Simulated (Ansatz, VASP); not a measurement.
# Zr in VASP and in Ansatz

Contents of INCAR:

```
SYSTEM = Zr
PREC = Accurate
ENCUT = 520
EDIFF = 1E-6
ISMEAR = -1
SIGMA = 0.05
LREAL = .False.
LASPH = .True.
NELM = 80
ALGO = Normal
ISIF = 2
LWAVE = .False.
LCHARG = .True.
GGA = PE
LELF = .True.
LVHAR = .True.
NBANDS = 19
```

Contents of KPOINTS:

```
Automatic mesh
0
Gamma
  10 10 10
  0 0 0
```

The input POSCAR:

```
Zr
1.0
    0.0000000000      3.1175841396      3.1175841396
    3.1175841396      0.0000000000      3.1175841396
    3.1175841396      3.1175841396      0.0000000000
Zr
2
Direct
    0.0000000000      0.0000000000      0.0000000000
    0.2500000000      0.2500000000      0.2500000000
```

Input for Ansatz:

```yaml
crystal:
  lattice:
    - [0.0, 3.1175841396, 3.1175841396]
    - [3.1175841396, 0.0, 3.1175841396]
    - [3.1175841396, 3.1175841396, 0.0]
  atoms:
    - { symbol: Zr, position: [0.0, 0.0, 0.0] }
    - { symbol: Zr, position: [0.25, 0.25, 0.25] }
kpoints:
  mp_grid: { grid: [10, 10, 10] }
scf:
  occupations: { method: fermi_dirac, width: 0.05 }
hamiltonian:
  xc: pbe
  pseudopotentials: { kind: all_electron, lapw: { basis_error: 0.00025 } }
output:
  forces: true
  stress: true
  eigenvalues: true
```

Change from the starting cell: volume scaled by 0.98.

Alike in both runs: task single point; functional PBE; k mesh 10 × 10 × 10; occupations fermi-dirac, width 0.05 eV; no spin polarisation.

|  | VASP | Ansatz |
| --- | --- | --- |
| version | VASP 6.6.1 | Ansatz 0.2.0 |
| potentials or method | VASP PAW PBE potentials, release 64 (Zr_sv), cutoff 520 eV | all-electron LAPW, scalar-relativistic |

```tsv
	VASP	Ansatz	Ansatz less VASP
pressure (GPa)	0.9	0.8	-0.07
```

Ansatz ran all-electron here, and VASP with PAW potentials.
